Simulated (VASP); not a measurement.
# MoS2 (R-3m) in VASP: single point with PBE+D3(BJ)

Aim: the single point of MoS2 with PBE+D3(BJ).

Program: VASP 6.6.1. These are calculated values, not measurements. Logs are shortened: lines on timing, memory, paths and dates and some standing lists are left out, and cuts for length are marked.

## (1) The cell of the first run

It takes space group R-3m (No. 166, trigonal). The conventional cell has a = 3.134 Å, b = 3.134 Å, c = 17.865 Å, α = 90.00°, β = 90.00°, γ = 120.00°. Mo (site symmetry -3m) has 6 S at 2.42 Å and 6 Mo at 3.13 Å within 3.2 Å. Within 3.3 Å of S (site symmetry 3m) lie 3 Mo at 2.42 Å and 9 S at 3.13 to 3.29 Å.

## (2) Single point, PBE+D3(BJ)

Input file INCAR:

```
SYSTEM = MoS2
PREC = Accurate
ENCUT = 500
EDIFF = 1E-6
ISMEAR = 0
SIGMA = 0.15
LREAL = .False.
LASPH = .True.
NELM = 120
ALGO = Normal
ISIF = 2
LWAVE = .False.
LCHARG = .False.
GGA = PE
IVDW = 12
NBANDS = 49
GGA_COMPAT = .False.
```

Input file KPOINTS:

```
regular mesh
0
Gamma
  14 14 3
  0 0 0
```

Input file POSCAR:

```
MoS2
1.0
   -3.1342314962      0.0000000000      0.0000000000
   -1.5671157481     -2.7143240971      0.0000000000
    0.0000000000      0.0000000000     17.8649660053
Mo S
3 6
Direct
    0.6666666667      0.6666666667      0.3333333333
    1.0000000000      0.0000000000      0.0000000000
    0.3333333333      0.3333333333      0.6666666667
    0.6666666667      0.6666666667      0.0897037815
    1.0000000000      0.0000000000      0.7563704482
    0.3333333333      0.3333333333      0.4230371148
    0.6666666667      0.6666666667      0.5769628852
    1.0000000000      0.0000000000      0.2436295518
    0.3333333333      0.3333333333      0.9102962185
```

Potentials or basis: VASP PAW PBE potentials, release 64 (Mo_sv, S).

Launch:

```
> cat potpaw_PBE.64/Mo_sv/POTCAR potpaw_PBE.64/S/POTCAR > POTCAR
> mpirun -np 1 vasp_std > vasp.out
```

OUTCAR:

```text
SYSTEM = MoS2
   PREC = Accurate
   ENCUT = 500
   EDIFF = 1E-6
   ISMEAR = 0
   LREAL = .False.
   LASPH = .True.
   NELM = 120
   ISIF = 2
   GGA = PE
   IVDW = 12
 IVDW          = 12

 ion  position               nearest neighbor table
   1  0.667  0.667  0.333-   8 2.42   6 2.42   6 2.42   8 2.42   8 2.42   6 2.42
   2  0.000  0.000  0.000-   4 2.42   9 2.42   4 2.42   9 2.42   9 2.42   4 2.42
   3  0.333  0.333  0.667-   5 2.42   7 2.42   7 2.42   5 2.42   5 2.42   7 2.42
   4  0.667  0.667  0.090-   2 2.42   2 2.42   2 2.42
   5  0.000  0.000  0.756-   3 2.42   3 2.42   3 2.42
   6  0.333  0.333  0.423-   1 2.42   1 2.42   1 2.42
   7  0.667  0.667  0.577-   3 2.42   3 2.42   3 2.42
   8  0.000  0.000  0.244-   1 2.42   1 2.42   1 2.42
   9  0.333  0.333  0.910-   2 2.42   2 2.42   2 2.42

  LATTYP: Found a hexagonal cell.
 ALAT       =     3.1342314962
 C/A-ratio  =     5.6999510172

  Lattice vectors:

 A1 = (   1.5671157481,   2.7143240971,   0.0000000000)
 A2 = (  -3.1342314962,   0.0000000000,   0.0000000000)
 A3 = (   0.0000000000,   0.0000000000,  17.8649660053)

Analysis of symmetry for initial positions (statically):
=====================================================================
 Subroutine PRICEL returns following result:

  LATTYP: Found a trigonal (rhomboedric) cell.
 ALAT       =     6.2238540358
 COS(alpha) =     0.8732017243

  Lattice vectors:

 A1 = (   0.0000000002,   1.8095493982,  -5.9549886678)
 A2 = (   1.5671157478,  -0.9047746992,  -5.9549886696)
 A3 = (  -1.5671157479,  -0.9047746989,  -5.9549886678)

   3 primitive cells build up your supercell.

 Routine SETGRP: Setting up the symmetry group for a
 hexagonal supercell.

 Subroutine GETGRP returns: Found 12 space group operations
 (whereof 12 operations were pure point group operations)
 out of a pool of 24 trial point group operations.

The static configuration has the point symmetry D_3d.

Analysis of symmetry for dynamics (positions and initial velocities):
=====================================================================
 Subroutine PRICEL returns following result:

  LATTYP: Found a trigonal (rhomboedric) cell.
[... 120 lines left out ...]
   EDIFF  = 0.1E-05   stopping-criterion for ELM
   LREAL  =      F    real-space projection
   EDIFFG = 0.1E-04   stopping-criterion for IOM
   NSW    =      0    number of steps for IOM
   IBRION =     -1    ionic relax: 0-MD 1-quasi-New 2-CG
   NFREE  =      0    steps in history (QN), initial steepest desc. (CG)
   ISIF   =      2    stress and relaxation
   ISYM   =      2    0-nonsym 1-usesym 2-fastsym
   POTIM  = 0.5000    time-step for ionic-motion
   TEBEG  =    0.0;   TEEND  =   0.0 temperature during run
   PSTRESS=    0.0 pullay stress
   NELECT =      78.0000    total number of electrons
   NUPDOWN=      -1.0000    fix difference up-down
   EMIN   =  10.00;   EMAX   =-10.00  energy-range for DOS
   EFERMI =   0.00;   METHOD = LEGACY
   ISMEAR =     0;   SIGMA  =   0.15  broadening in eV -4-tet -1-fermi 0-gaus
   EFERMI_NEDOS =   21; number of points for ismear=-14 and -15
   IALGO  =     38    algorithm
   IMIX   =      4    mixing-type and parameters
     AMIX     =   0.40;   BMIX     =  1.00
     AMIX_MAG =   1.60;   BMIX_MAG =  1.00
  volume/ion in A,a.u.               =      16.89       113.96
  Fermi-wavevector in a.u.,A,eV,Ry     =   1.310714  2.476891 23.374428  1.717972
  Thomas-Fermi vector in A             =   2.441226
   LORBIT       =      0    0 simple, 1 ext, 2 COOP (PROOUT), +10 PAW based schemes
   GGA     = PE    functional components
   LHFCALC =     F    Hartree Fock is set to
   AEXX    =    0.0000 exact exchange contribution
   IVDW    =    12    specifies the selected vdW correction
   LEPSILON=     F    determine dielectric tensor
   LRPA    =     F    only Hartree local field effects (RPA)
 non-spin polarized calculation
 Gauss-broadening in eV      SIGMA  =   0.15
  energy-cutoff  :      500.00
  volume of cell :      151.98
 maximum number of plane-waves:      3896
   NGX = 11   NGY = 11   NGZ = 65

 number of electron      77.9999999 magnetization

 Free energy of the ion-electron system (eV)
  ---------------------------------------------------
  ext. energy  EPLUGINS =         0.00000000
  ---------------------------------------------------
  free energy    TOTEN  =       -62.85978964 eV

  energy without entropy =      -62.83226726  energy(sigma->0) =      -62.84602845

 E-fermi :   8.3844     XC(G=0): -11.2196

 val. band max:        8.3638621985   @ k =   0.0000   0.0000   0.3333
 cond. band min:       8.4244694354   @ k =   0.0000   0.0000   0.3333
 fundamental gap:      0.0606072369
 Fermi energy:         8.3844021174

 k-point     1 :       0.0000    0.0000    0.0000
  band No.  band energies     occupation
      1     -53.2980      2.00000
      2     -53.2980      2.00000
      3     -53.2980      2.00000
      4     -27.3928      2.00000
      5     -27.3928      2.00000
      6     -27.3926      2.00000
[... 1237 lines left out ...]
     48      11.6910      0.00000
     49      11.8347      0.00000

 [... further k-points ...]

------------------------ aborting loop because EDIFF is reached ----------------------------------------

 Edisp (eV)   -4.04803

 E8    (eV) :    -1.6339

  FORCE on cell =-STRESS in cart. coord.  units (eV):
  Direction    XX          YY          ZZ          XY          YZ          ZX
  --------------------------------------------------------------------------------------
  -------------------------------------------------------------------------------------
  Total      -0.08192    -0.08192    -0.10996    -0.00000     0.00000     0.00000
  in kB      -0.86356    -0.86356    -1.15919    -0.00000     0.00000     0.00000
  external pressure =       -0.96 kB  Pullay stress =        0.00 kB

 VOLUME and BASIS-vectors are now :
 -----------------------------------------------------------------------------
  energy-cutoff  :      500.00
  volume of cell :      151.98
      direct lattice vectors                 reciprocal lattice vectors
    -3.134231496  0.000000000  0.000000000    -0.319057479  0.184207921  0.000000000
    -1.567115748 -2.714324097  0.000000000     0.000000000 -0.368415843  0.000000000
     0.000000000  0.000000000 17.864966005     0.000000000  0.000000000  0.055975477

 POSITION                                       TOTAL-FORCE (eV/Angst)
 -----------------------------------------------------------------------------------
     -3.13423     -1.80955      5.95499         0.000000      0.000000     -0.000000
      0.00000      0.00000      0.00000        -0.000000      0.000000     -0.000000
     -1.56712     -0.90477     11.90998         0.000000      0.000000     -0.000000
     -3.13423     -1.80955      1.60256         0.000000      0.000000     -0.019823
      0.00000      0.00000     13.51253         0.000000      0.000000     -0.019823
     -1.56712     -0.90477      7.55754         0.000000     -0.000000     -0.019823
     -3.13423     -1.80955     10.30742        -0.000000     -0.000000      0.019823
      0.00000      0.00000      4.35243        -0.000000      0.000000      0.019823
     -1.56712     -0.90477     16.26241        -0.000000      0.000000      0.019823
 -----------------------------------------------------------------------------------
    total drift:                               -0.000000     -0.000000      0.000000

  FREE ENERGIE OF THE ION-ELECTRON SYSTEM (eV)
  ---------------------------------------------------
  free  energy   TOTEN  =       -66.9078191346 eV

  energy  without entropy=      -66.8802967551  energy(sigma->0) =      -66.89405794
```

stdout:

```text
POSCAR found type information on POSCAR MoS
 POSCAR found :  2 types and       9 ions
 scaLAPACK will be used
 LDA part: xc-table for (Slater+PW92), standard interpolation
 POSCAR, INCAR and KPOINTS ok, starting setup
 FFT: planning ... GRIDC
 FFT: planning ... GRID_SOFT
 FFT: planning ... GRID
 WAVECAR not read
 entering main loop
```

Run time: 14 min. Hardware: 1 thread of Intel Xeon Platinum 8375C at 2.90GHz (Ice Lake), shared host; peak memory 0.49 GiB.

Results:

```yaml
Free_energy: -66.9078 eV
Pressure: -0.1 GPa
Largest_force: 0.020 eV/Å
Band_gap_on_the_k_mesh: zero (bands 39 and 40 overlap by 0.47 eV)
Dispersion_energy_per_atom: -0.450 eV
```

Forces in eV/Å, atoms in the order of the input:
```
Mo   0.000  0.000  0.000
Mo   0.000  0.000  0.000
Mo   0.000  0.000  0.000
S    0.000  0.000 -0.020
S    0.000  0.000 -0.020
S    0.000  0.000 -0.020
S    0.000  0.000  0.020
S    0.000  0.000  0.020
S    0.000  0.000  0.020
```

The gap in the log of VASP goes by the Fermi energy; the results here count the filled bands.